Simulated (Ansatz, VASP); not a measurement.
# TaN in VASP and in Ansatz

```xyz
2
Lattice="2.9380 0.0000 0.0000 -1.4690 2.5444 0.0000 0.0000 0.0000 2.8830" Properties=species:S:1:pos:R:3 pbc="T T T"
Ta    0.0000    0.0000    1.4415
N     1.4690    0.8481    0.0000
```

Alike in both runs: task single point; functional LDA; k mesh 10 × 10 × 9; occupations gaussian, width 0.02 eV; no spin polarisation.

```csv
,VASP,Ansatz
version,VASP 6.6.1,Ansatz 0.2.0
potentials or method,"VASP PAW LDA potentials, release 64 (Ta_pv, N), cutoff 520 eV","all-electron LAPW, scalar-relativistic"
```

```tsv
	VASP	Ansatz	Ansatz less VASP
pressure (GPa)	-9.8	-11.5	-1.70
traceless stress, the component that is largest in VASP (GPa)	-0.93	-1.08	-0.150
```

LDA's correlation is that of Perdew and Zunger in VASP and of Perdew and Wang (1992) in Ansatz. Ansatz ran all-electron here, and VASP with PAW potentials.

Spin-orbit coupling is off throughout.
